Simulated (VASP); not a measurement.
## ZnF2: relaxation of the atoms with PBE

The system is ZnF2.

```
CELL_PARAMETERS angstrom
4.70294 0.00000 0.00000
0.00000 4.70294 0.00000
0.00000 0.00000 3.13289
ATOMIC_POSITIONS crystal
Zn 0.50000 0.50000 0.50000
Zn 0.00000 0.00000 0.00000
F 0.69686 0.69686 0.00000
F 0.80314 0.19686 0.50000
F 0.30314 0.30314 0.00000
F 0.19686 0.80314 0.50000
```

```json
{
 "Program": "VASP 6.6.1",
 "Task": "relaxation of the atoms",
 "Functional": "PBE",
 "Potentials or basis": "VASP PAW PBE potentials, release 64 (Zn, F)",
 "Cutoff": "520 eV",
 "k mesh": "7 × 7 × 11",
 "Occupations": "fermi-dirac, width 0.01 eV",
 "Spin": "no spin polarisation",
 "Dipole correction": "no",
 "Further INCAR settings": "ALGO = Normal; EDIFF = 1e-07; IBRION = 2; EDIFFG = -0.02; NSW = 80"
}
```

The energy gained by relaxing is 0.0 meV/atom and the ionic steps are 2. The pressure after relaxing is 6.7 GPa and the largest force after relaxing is 0.019 eV/Å. The band gap on the k mesh is 3.49 eV.

Forces in eV/Å, atoms in the order of the input:
```
Zn   0.000  0.000  0.000
Zn   0.000  0.000  0.000
F    0.013  0.013  0.000
F   -0.013  0.013  0.000
F   -0.013 -0.013  0.000
F    0.013 -0.013  0.000
```

Stress tensor (GPa, compression positive):
```
6.43 0.00 0.00
0.00 6.43 0.00
0.00 0.00 7.33
```

Step by step:
```tsv
step	energy change (eV)	largest force (eV/Å)	pressure (GPa)
1	0.0000	0.0338	6.76
2	-0.0002	0.0189	6.73
```

Final structure:
```
Zn F
1.0
     4.70294    0.00000    0.00000
     0.00000    4.70294    0.00000
     0.00000    0.00000    3.13289
Zn F
2 4
Direct
  0.50000 0.50000 0.50000
  0.00000 0.00000 0.00000
  0.69711 0.69711 0.00000
  0.80289 0.19711 0.50000
  0.30289 0.30289 0.00000
  0.19711 0.80289 0.50000
```

Levels at points of the mesh, in eV from the valence-band top:
```tsv
k point	band 23	band 24	band 25	band 26	band 27	band 28	band 29	band 30
(0.00, 0.00, 0.00)	-1.21	-0.36	-0.36	0.00	3.49	9.36	9.65	9.65
```

Run time: 100 s on 1 thread of Intel(R) Xeon(R) Platinum 8488C (Sapphire Rapids) (shared host), peak memory 0.24 GiB.

A k mesh can miss the band edges.
